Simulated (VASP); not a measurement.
Here is a VASP 6.6.1 calculation.

INCAR

```
ALGO = Normal
EDIFF = 1E-7
ENCUT = 520
ISIF = 2
ISMEAR = -1
LASPH = True
LCHARG = True
LELF = True
LREAL = False
LVHAR = True
LWAVE = False
NBANDS = 58
NELM = 100
PREC = Accurate
SIGMA = 0.1
```

The input KPOINTS:

```
k-points
0
Gamma
  3 2 3
```

File POSCAR:

```
Re
1.0
    5.5200000000      0.0000000000      0.0000000000
   -4.1400000000      7.1706900000      0.0000000000
    0.0000000000      0.0000000000      4.4574000000
Re
13
Direct
    0.0258106714      0.0545833107     -0.0554807735
    0.3033753868      0.2302009988      0.4870776686
   -0.0079413165      0.3184212398      0.0998788531
    0.1225341210      0.5322918715      0.6195315655
    0.0342231612      0.6717903019      0.1235024902
    0.1860477581      0.8760105373      0.6009108449
    0.4464478950      0.0590319760      0.1356844797
    0.7493954261      0.2100634667      0.5953021941
    0.5867058561      0.3644000787     -0.0327545206
    0.6917419065      0.6126607063      0.6202943420
    0.4515186211      0.5819523644      0.1630995648
    0.7991636204      0.9348751654      0.3982815094
    0.5595823498      0.8695397514      0.8703055593
```

Potentials or basis: VASP PAW LDA potentials, release 64 (Re).

Command:

```bash
$ cat potpaw_LDA.64/Re/POTCAR > POTCAR
$ mpirun -np 1 vasp_std > vasp.out
```

Problem. Predict the band gap on the k mesh.

Solution. Zero (an odd number of electrons rules out a gap without spin polarisation).

Problem. Predict the largest force.

Solution. 6.645 eV/Å.

Stress tensor (GPa, compression positive):
```
49.64  1.26 -0.32
 1.26 55.60  0.28
-0.32  0.28 65.51
```

Caveat: the k points lie up to 0.47 Å⁻¹ apart, too coarse for converged energies and pressures of a metal; the atoms stand as in a frame of molecular dynamics; spin-orbit coupling is left out, which moves the levels of the heavy elements.
